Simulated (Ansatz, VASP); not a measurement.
**Two plane-wave programs on CoSn**

```xyz
6
Lattice="5.2197 0.0000 0.0000 -2.6099 4.5204 0.0000 0.0000 0.0000 4.1685" Properties=species:S:1:pos:R:3 pbc="T T T"
Co   -1.3049    2.2602   -0.0086
Co    1.3049    2.2602   -0.0086
Co    2.6099    0.0000   -0.0086
Sn    2.6099    1.5068    2.0757
Sn    0.0000    3.0136    2.0757
Sn    0.0000    0.0000    0.0300
```

Change from the starting cell: mode 5 (107.6 1/cm) frozen in, largest displacement +0.030 Å.

Alike in both runs: task single point; functional PBEsol; k mesh 12 × 12 × 12; occupations gaussian, width 0.15 eV; no spin polarisation.

|  | VASP | Ansatz |
| --- | --- | --- |
| version | VASP 6.6.1 | Ansatz 0.2.0 |
| potentials or method | VASP PAW PBE potentials, release 64 (Co, Sn_d), cutoff 520 eV | scalar-relativistic, plane waves, PAW |
| valence electrons in the cell | 69 | 93 |

|  | VASP | Ansatz | Ansatz less VASP |
| --- | --- | --- | --- |
| gap on the k mesh at the Fermi level (eV) | none | none | - |
| pressure (GPa) | 0.0 | 0.0 | +0.04 |
| traceless stress, the component that is largest in VASP (GPa) | 0.12 | 0.18 | +0.058 |
| rms of the force components (eV/Å) | 0.039 | 0.040 | 0.0000 |

VASP's potentials were made for PBE, not for PBEsol. Atom by atom the forces differ by 0.000 eV/Å (rms over components). A gap of «none» marks a metal or a gap that the smearing closes. With one functional, cell and mesh, what is left measures potentials, basis and numerics. VASP's potentials hold 69 valence electrons a cell and Ansatz's 93, so a difference there can come from the potentials and not from the codes.
